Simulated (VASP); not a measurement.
Wanted: the native input for a VASP 6.6.1 run.

```yaml
Task: single point
Functional: PBE
Potentials_or_basis: VASP PAW PBE potentials, release 64 (Al, P)
Cutoff: 500 eV
k_mesh: 5 × 5 × 5
Occupations: gaussian, width 0.01 eV
Spin: no spin polarisation
Dipole_correction: no
Further_INCAR_settings: ALGO = Normal; EDIFF = 1e-06; NBANDS = 11
```

The structure of AlP lies in POSCAR:

```
AlP
1.0
    0.0000000000      2.6555843298      2.6555843298
    2.6555843298      0.0000000000      2.6555843298
    2.6555843298      2.6555843298      0.0000000000
Al P
1 1
Direct
    0.0000000000      0.0000000000      0.0000000000
    0.2500000000      0.2500000000      0.2500000000
```

One way to write it, as run:

INCAR

```
SYSTEM = AlP
PREC = Accurate
ENCUT = 500
EDIFF = 1E-6
ISMEAR = 0
SIGMA = 0.01
LREAL = .FALSE.
LASPH = .TRUE.
NELM = 120
ALGO = Normal
ISIF = 2
LWAVE = .FALSE.
LCHARG = .TRUE.
GGA = PE
LELF = .TRUE.
LVHAR = .TRUE.
NBANDS = 11
GGA_COMPAT = .FALSE.
```

KPOINTS

```
regular mesh
0
G
  5 5 5
  0 0 0
```

Potentials or basis: VASP PAW PBE potentials, release 64 (Al, P).

Launch:

```bash
$ cat potpaw_PBE.64/Al/POTCAR potpaw_PBE.64/P/POTCAR > POTCAR
$ mpirun -np 1 vasp_std > vasp.out
```

Results of the run:

```
Pressure               : 11.3 GPa
Band gap on the k mesh : 1.68 eV, indirect (least direct gap 3.81 eV)
```

Run time: 6.4 s on 1 thread of Intel Xeon 8259CL, on a shared host, peak memory 0.15 GiB.
